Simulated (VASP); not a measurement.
# GaN (F-43m) in VASP: single point with PBE

Aim: the single point of GaN with PBE.

Program: VASP 6.6.1. These are calculated values, not measurements. Logs are shortened: lines on timing, memory, paths and dates and some standing lists are left out, and cuts for length are marked.

### Step 1. The cell of the first run

Symmetry: F-43m, No. 216, cubic system. Conventional cell: a = 4.548 Å, b = 4.548 Å, c = 4.548 Å, α = 90.00°, β = 90.00°, γ = 90.00°. Within 2.6 Å of Ga (site symmetry -43m) lie 4 N at 1.97 Å. N (site symmetry -43m) has 4 Ga at 1.97 Å within 2.6 Å.

### Step 2. Single point, PBE, non-collinear spin, zero start, spin-orbit coupling

The input, POSCAR:

```
GaN
1.0
    0.0000000000      2.2742384940      2.2742384940
    2.2742384940      0.0000000000      2.2742384940
    2.2742384940      2.2742384940      0.0000000000
Ga N
1 1
Direct
    0.0000000000      0.0000000000      0.0000000000
    0.7500000000      0.7500000000      0.7500000000
```

The input, INCAR.step1:

```
SYSTEM = GaN
ALGO = Normal
EDIFF = 1E-6
ENCUT = 520
GGA = PE
GGA_COMPAT = .False.
ISIF = 2
ISMEAR = 0
LASPH = .True.
LCHARG = .True.
LORBMOM = .True.
LREAL = .False.
LSORBIT = .True.
LWAVE = .False.
MAGMOM = 0 0 0 0 0 0
NBANDS = 30
NELM = 150
PREC = Accurate
SIGMA = 0.02
```

The input, KPOINTS.step1:

```
k-points
0
Gamma
  10 10 10
  0 0 0
```

The input, INCAR.step2:

```
SYSTEM = GaN
ALGO = Normal
EDIFF = 1E-6
ENCUT = 520
GGA = PE
GGA_COMPAT = .False.
ICHARG = 11
ISIF = 2
ISMEAR = -5
LASPH = .True.
LCHARG = .False.
LORBIT = 11
LORBMOM = .True.
LREAL = .False.
LSORBIT = .True.
LWAVE = .False.
MAGMOM = 0 0 0 0 0 0
NBANDS = 30
NEDOS = 2001
NELM = 150
PREC = Accurate
SIGMA = 0.02
```

The input, KPOINTS.step2:

```
k-points
0
Gamma
  15 15 15
  0 0 0
```

Potentials or basis: VASP PAW PBE potentials, release 64 (Ga_d, N).

The run is started by

```console
cat potpaw_PBE.64/Ga_d/POTCAR potpaw_PBE.64/N/POTCAR > POTCAR
cp INCAR.step1 INCAR
cp KPOINTS.step1 KPOINTS
mpirun -np 1 vasp_ncl > vasp.out
cp INCAR.step2 INCAR
cp KPOINTS.step2 KPOINTS
mpirun -np 1 vasp_ncl > vasp.out
```

OUTCAR:

```text
SYSTEM = GaN
   EDIFF = 1E-6
   ENCUT = 520
   GGA = PE
   ICHARG = 11
   ISIF = 2
   ISMEAR = -5
   LASPH = .True.
   LORBIT = 11
   LREAL = .False.
   LSORBIT = .True.
   NELM = 150
   PREC = Accurate

 ion  position               nearest neighbor table
   1  0.000  0.000  0.000-   2 1.97   2 1.97   2 1.97   2 1.97
   2  0.750  0.750  0.750-   1 1.97   1 1.97   1 1.97   1 1.97

  LATTYP: Found a face centered cubic cell.
 ALAT       =     4.5484769880

  Lattice vectors:

 A1 = (   0.0000000000,   2.2742384940,   2.2742384940)
 A2 = (   2.2742384940,   0.0000000000,   2.2742384940)
 A3 = (   2.2742384940,   2.2742384940,   0.0000000000)

Analysis of symmetry for initial positions (statically):
=====================================================================
 Subroutine PRICEL returns:
 Original cell was already a primitive cell.

 Routine SETGRP: Setting up the symmetry group for a
 face centered cubic supercell.

 Subroutine GETGRP returns: Found 24 space group operations
 (whereof 24 operations were pure point group operations)
 out of a pool of 48 trial point group operations.

The static configuration has the point symmetry T_d .

Analysis of symmetry for dynamics (positions and initial velocities):
=====================================================================
 Subroutine PRICEL returns:
 Original cell was already a primitive cell.

 Routine SETGRP: Setting up the symmetry group for a
 face centered cubic supercell.

 Subroutine GETGRP returns: Found 24 space group operations
 (whereof 24 operations were pure point group operations)
 out of a pool of 48 trial point group operations.

The dynamic configuration has the point symmetry T_d .

Analysis of structural, dynamic, and magnetic symmetry:
=====================================================================
 Subroutine PRICEL returns:
 Original cell was already a primitive cell.

 Routine SETGRP: Setting up the symmetry group for a
 face centered cubic supercell.

 Subroutine GETGRP returns: Found 24 space group operations
 (whereof 24 operations were pure point group operations)
 out of a pool of 48 trial point group operations.

The overall configuration has the point symmetry T_d .

 Subroutine INISYM returns: Found 24 space group operations
 (whereof 24 operations are pure point group operations),
 and found     1 'primitive' translations

----------------------------------------------------------------------------------------

                                     Primitive cell

  volume of cell :      23.5255

  direct lattice vectors                    reciprocal lattice vectors
     0.000000000  2.274238494  2.274238494    -0.219853811  0.219853811  0.219853811
     2.274238494  0.000000000  2.274238494     0.219853811 -0.219853811  0.219853811
     2.274238494  2.274238494  0.000000000     0.219853811  0.219853811 -0.219853811

  length of vectors
     3.216258922  3.216258922  3.216258922     0.380797971  0.380797971  0.380797971

  position of ions in fractional coordinates (direct lattice)
     0.000000000  0.000000000  0.000000000
     0.750000000  0.750000000  0.750000000

  ion indices of the primitive-cell ions
   primitive index   ion index
                 1           1
                 2           2

----------------------------------------------------------------------------------------

 KPOINTS: k-points

Automatic generation of k-mesh.
 Grid dimensions read from file:
 generate k-points for:   15   15   15

 Generating k-lattice:

  Cartesian coordinates                     Fractional coordinates (reciprocal lattice)
    -0.014656921  0.014656921  0.014656921     0.066666667  0.000000000  0.000000000
     0.014656921 -0.014656921  0.014656921     0.000000000  0.066666667  0.000000000
     0.014656921  0.014656921 -0.014656921     0.000000000  0.000000000  0.066666667

[... 91 lines left out ...]
  volume of cell :       23.53
 maximum number of plane-waves:      1288

 number of electron      17.9999986 magnetization      -0.0000000      0.0000000     -0.0000000

 Free energy of the ion-electron system (eV)
  ---------------------------------------------------
  ext. energy  EPLUGINS =         0.00000000
  ---------------------------------------------------
  free energy    TOTEN  =       -12.15756104 eV

  energy without entropy =      -12.15756104  energy(sigma->0) =      -12.15756104

 E-fermi :   4.9910     XC(G=0): -11.5205

 val. band max:        4.9895536758   @ k =   0.0000   0.0000   0.0000
 cond. band min:       6.5319839011   @ k =   0.0000   0.0000   0.0000
 fundamental gap:      1.5424302253
 Fermi energy:         4.9909836955

 k-point     1 :       0.0000    0.0000    0.0000
  band No.  band energies     occupation
      1     -10.7180      1.00000
      2     -10.7180      1.00000
      3      -8.6236      1.00000
      4      -8.6236      1.00000
      5      -8.6236      1.00000
      6      -8.6236      1.00000
[... 781 lines left out ...]
     29      21.8539      0.00000
     30      21.8664      0.00000

 [... further k-points ...]

------------------------ aborting loop because EDIFF is reached ----------------------------------------

  FORCE on cell =-STRESS in cart. coord.  units (eV):
  Direction    XX          YY          ZZ          XY          YZ          ZX
  --------------------------------------------------------------------------------------
  -------------------------------------------------------------------------------------
  Total       -0.1133898     -0.1133898     -0.1133898      0.0000000      0.0000000      0.0000000
  in kB       -7.7222979     -7.7222979     -7.7222979      0.0000000      0.0000000      0.0000000
  external PRESSURE =      -7.7222979 kB  Pullay stress =       0.0000000 kB

 VOLUME and BASIS-vectors are now :
 -----------------------------------------------------------------------------
  energy-cutoff  :      520.00
  volume of cell :       23.53
      direct lattice vectors                 reciprocal lattice vectors
     0.000000000  2.274238494  2.274238494    -0.219853811  0.219853811  0.219853811
     2.274238494  0.000000000  2.274238494     0.219853811 -0.219853811  0.219853811
     2.274238494  2.274238494  0.000000000     0.219853811  0.219853811 -0.219853811

 POSITION                                       TOTAL-FORCE (eV/Angst)
 -----------------------------------------------------------------------------------
      0.00000      0.00000      0.00000         0.000000      0.000000      0.000000
      3.41136      3.41136      3.41136        -0.000000     -0.000000     -0.000000
 -----------------------------------------------------------------------------------
    total drift:                               -0.000002     -0.000002     -0.000002

  FREE ENERGIE OF THE ION-ELECTRON SYSTEM (eV)
  ---------------------------------------------------
  free  energy   TOTEN  =       -12.1575610367 eV

  energy  without entropy=      -12.1575610367  energy(sigma->0) =      -12.15756104

 orbital moment (x)

 # of ion     p       d       tot
 ----------------------------------------
  1         0.000  -0.000   0.000
  2        -0.000   0.000  -0.000
 ----------------------------------------
            0.000  -0.000  -0.000

 orbital moment (y)

 # of ion     p       d       tot
 ----------------------------------------
  1         0.000   0.000   0.000
  2         0.000   0.000   0.000
 ----------------------------------------
            0.000   0.000   0.000

 orbital moment (z)

 # of ion     p       d       tot
 ----------------------------------------
  1         0.000  -0.000   0.000
  2         0.000   0.000   0.000
 ----------------------------------------
            0.000  -0.000   0.000

 Spin-Orbit-Coupling matrix elements

 Ion:    1  E_soc:     -0.0106259
 l=   1
     0.0000000    -0.0009526    -0.0009526
    -0.0009526     0.0000000    -0.0009526
    -0.0009526    -0.0009526     0.0000000
 l=   2
     0.0000000    -0.0001701     0.0000000    -0.0001701    -0.0006483
    -0.0001701     0.0000000    -0.0004862    -0.0001701    -0.0001621
     0.0000000    -0.0004862     0.0000000    -0.0004862     0.0000000
    -0.0001701    -0.0001701    -0.0004862     0.0000000    -0.0001621
    -0.0006483    -0.0001621     0.0000000    -0.0001621     0.0000000
 l=   3
     0.0000000     0.0000000     0.0000000     0.0000000     0.0000000     0.0000000     0.0000000
     0.0000000     0.0000000     0.0000000     0.0000000     0.0000000     0.0000000     0.0000000
     0.0000000     0.0000000     0.0000000     0.0000000     0.0000000     0.0000000     0.0000000
     0.0000000     0.0000000     0.0000000     0.0000000     0.0000000     0.0000000     0.0000000
     0.0000000     0.0000000     0.0000000     0.0000000     0.0000000     0.0000000     0.0000000
     0.0000000     0.0000000     0.0000000     0.0000000     0.0000000     0.0000000     0.0000000
     0.0000000     0.0000000     0.0000000     0.0000000     0.0000000     0.0000000     0.0000000

 Ion:    2  E_soc:     -0.0000966
 l=   1
     0.0000000    -0.0000161    -0.0000161
    -0.0000161     0.0000000    -0.0000161
    -0.0000161    -0.0000161     0.0000000
 l=   2
     0.0000000     0.0000000     0.0000000     0.0000000     0.0000000
     0.0000000     0.0000000     0.0000000     0.0000000     0.0000000
     0.0000000     0.0000000     0.0000000     0.0000000     0.0000000
     0.0000000     0.0000000     0.0000000     0.0000000     0.0000000
     0.0000000     0.0000000     0.0000000     0.0000000     0.0000000
 l=   3
     0.0000000     0.0000000     0.0000000     0.0000000     0.0000000     0.0000000     0.0000000
     0.0000000     0.0000000     0.0000000     0.0000000     0.0000000     0.0000000     0.0000000
     0.0000000     0.0000000     0.0000000     0.0000000     0.0000000     0.0000000     0.0000000
     0.0000000     0.0000000     0.0000000     0.0000000     0.0000000     0.0000000     0.0000000
     0.0000000     0.0000000     0.0000000     0.0000000     0.0000000     0.0000000     0.0000000
     0.0000000     0.0000000     0.0000000     0.0000000     0.0000000     0.0000000     0.0000000
     0.0000000     0.0000000     0.0000000     0.0000000     0.0000000     0.0000000     0.0000000

 total charge

# of ion       s       p       d       tot
------------------------------------------
    1        0.786   0.867  10.161  11.814
    2        1.226   2.496   0.000   3.721
--------------------------------------------------
tot          2.012   3.362  10.161  15.535

 magnetization (x)

# of ion       s       p       d       tot
------------------------------------------
    1        0.000  -0.000   0.000   0.000
    2        0.000   0.000   0.000   0.000
--------------------------------------------------
tot          0.000   0.000   0.000   0.000

 magnetization (y)

# of ion       s       p       d       tot
------------------------------------------
    1        0.000   0.000   0.000   0.000
    2        0.000  -0.000   0.000  -0.000
--------------------------------------------------
tot          0.000  -0.000   0.000  -0.000

 magnetization (z)

# of ion       s       p       d       tot
------------------------------------------
    1       -0.000  -0.000   0.000  -0.000
    2       -0.000  -0.000   0.000  -0.000
--------------------------------------------------
tot         -0.000  -0.000   0.000  -0.000
```

Wall time 2.8 min (1 thread of Intel Xeon Platinum 8488C (Sapphire Rapids), shared host); peak memory 0.33 GiB.

Results:

| Item | Value |
| --- | --- |
| Net moment | 0.00 μB per cell |
| Valence electrons inside the program's atomic spheres | Ga 11.81; N 3.72 |

Moments on the atoms (μB; x, y, z):
```
Ga  0.00 0.00 0.00
N   0.00 0.00 0.00
```
